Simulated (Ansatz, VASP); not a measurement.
**One calculation of Mg, two programs**

The input INCAR:

```
SYSTEM = Mg
PREC = Accurate ; ENCUT = 520
EDIFF = 1E-6 ; ISMEAR = -1
SIGMA = 0.1 ; LREAL = .False.
LASPH = .True. ; NELM = 80
ALGO = Normal ; ISIF = 2
LWAVE = .False. ; LCHARG = .False.
GGA = RP ; NBANDS = 9
```

File KPOINTS:

```
Automatic mesh
0
Gamma
  18 18 10
  0 0 0
```

The input POSCAR:

```
Mg
1.0
    3.1864746530      0.0000000000      0.0000000000
   -1.5932373265      2.7595679981      0.0000000000
    0.0000000000      0.0000000000      5.1736265005
Mg
2
Direct
    0.3333333333      0.6666666667      0.2500000000
    0.6666666667      0.3333333333      0.7500000000
```

Input for Ansatz:

```yaml
crystal:
  lattice:
    - [3.186474653, 0.0, 0.0]
    - [-1.5932373265, 2.7595679981, 0.0]
    - [0.0, 0.0, 5.1736265005]
  atoms:
    - { symbol: Mg, position: [0.3333333333, 0.6666666667, 0.25] }
    - { symbol: Mg, position: [0.6666666667, 0.3333333333, 0.75] }
hamiltonian:
  xc: rpbe
  pseudopotentials:
    kind: paw
    azcp:
      Mg: "pseudopotentials/Mg.paw.azcp"
basis:
  ecutwfc: 420
  fft_grid_basis: typed
kpoints:
  mp_grid: { grid: [18, 18, 10], shift: [0, 0, 0] }
magnetization:
  spin_polarized: false
scf:
  occupations: { method: fermi_dirac, width: 0.1 }
output:
  stress: true
```

Alike in both runs: task single point; functional RPBE; k mesh 18 × 18 × 10; occupations fermi-dirac, width 0.1 eV; no spin polarisation.

|  | VASP | Ansatz |
| --- | --- | --- |
| version | VASP 6.6.1 | Ansatz 0.2.0 |
| potentials or method | VASP PAW PBE potentials, release 64 (Mg), cutoff 520 eV | plane waves (420 eV) with PAW, scalar-relativistic |
| valence electrons in the cell | 4 | 20 |

```csv
,VASP,Ansatz,Ansatz less VASP
pressure (GPa),1.4,1.6,+0.21
"traceless stress, the component that is largest in VASP (GPa)",-0.08,-0.08,-0.001
```

VASP's potentials were made for PBE, not for RPBE. With one functional, cell and mesh, what is left measures potentials, basis and numerics. VASP's potentials hold 4 valence electrons a cell and Ansatz's 20, so a difference there can come from the potentials and not from the codes.
